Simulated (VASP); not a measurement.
Input of a VASP 6.6.1 run:

Contents of INCAR:

```
SYSTEM = CoO
PREC     = Accurate       ! precision mode
ENCUT    = 520            ! plane-wave cutoff, eV
EDIFF    = 1E-6           ! SCF threshold, eV
ISMEAR   = -1             ! smearing method
SIGMA    = 0.05           ! smearing width, eV
LREAL    = .False.        ! projectors in reciprocal space
LASPH    = .True.         ! aspherical terms in the spheres
NELM     = 150            ! most SCF steps
ALGO     = Normal         ! electronic algorithm
ISIF     = 2              ! what is computed and relaxed
LWAVE    = .False.        ! write WAVECAR
LCHARG   = .True.         ! write CHGCAR
ISPIN    = 2              ! spin polarisation
MAGMOM   = 2 0            ! initial moments
LORBIT   = 11             ! projections on sites
LMAXMIX  = 4              ! l up to which the mixer works
GGA      = PS             ! functional
IVDW     = 13             ! dispersion correction
LELF     = .True.         ! ELF
LVHAR    = .True.       
NBANDS   = 18             ! bands
```

File KPOINTS:

```
regular mesh
0
Gamma
  12 12 12
  0 0 0
```

The input POSCAR:

```
CoO
1.0
   -1.4667520839      1.4667520839      2.0740448695
    1.4667520839     -1.4667520839      2.0740448695
    1.4667520839      1.4667520839     -2.0740448695
Co O
1 1
Direct
    0.0000000000      0.0000000000      0.0000000000
    0.5000000000      0.5000000000      0.0000000000
```

Potentials or basis: VASP PAW PBE potentials, release 64 (Co, O).

Command:

```sh
$ cat potpaw_PBE.64/Co/POTCAR potpaw_PBE.64/O/POTCAR > POTCAR
$ mpirun -np 1 vasp_std > vasp.out
```

Predict the site moments.

Co +2.32; O +0.24 μB.

Predict the dispersion energy per atom.

-0.167 eV.

Caveat: a cell with one magnetic atom can't hold antiferromagnetic order, which such compounds often take.
